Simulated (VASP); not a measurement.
Set up this calculation in VASP 6.6.1, as the native input.

```
Task                   : electric field gradients
Functional             : PBE
Potentials or basis    : VASP PAW PBE potentials, release 64 (K_sv, F)
Cutoff                 : 520 eV
k mesh                 : 9 × 9 × 9
Occupations            : fermi-dirac, width 0.03 eV
Spin                   : no spin polarisation
Dipole correction      : no
Further INCAR settings : ALGO = Normal; EDIFF = 1e-08; NBANDS = 15
```

The structure of KF (Carobbiite) lies in POSCAR:

```
KF
1.0
    0.0000000000      2.6718500000      2.6718500000
    2.6718500000      0.0000000000      2.6718500000
    2.6718500000      2.6718500000      0.0000000000
K F
1 1
Direct
    0.0000000000      0.0000000000      0.0000000000
    0.5000000000      0.5000000000      0.5000000000
```

The input as run:

INCAR

```
PREC = Accurate
ENCUT = 520
EDIFF = 1E-8
ISMEAR = -1
SIGMA = 0.03
LREAL = False
LASPH = True
NELM = 80
ALGO = Normal
ISIF = 2
LWAVE = False
LCHARG = False
GGA = PE
LEFG = True
NBANDS = 15
```

KPOINTS

```
regular mesh
0
Gamma
  9 9 9
```

Potentials or basis: VASP PAW PBE potentials, release 64 (K_sv, F).

Run with:

```console
$ cat potpaw_PBE.64/K_sv/POTCAR potpaw_PBE.64/F/POTCAR > POTCAR
$ mpirun -np 1 vasp_std > vasp.out
```

Results of the run:

The pressure is 1.4 GPa and the band gap on the k mesh is 6.17 eV, direct.

Caveat: without QUAD_EFG the Cq values of the log hold for a quadrupole moment of 1 mb, not for the nuclei.

Run time: 8.4 s on 1 thread of Intel(R) Xeon(R) 6975P-C (Granite Rapids), on a shared host, peak memory 0.17 GiB.
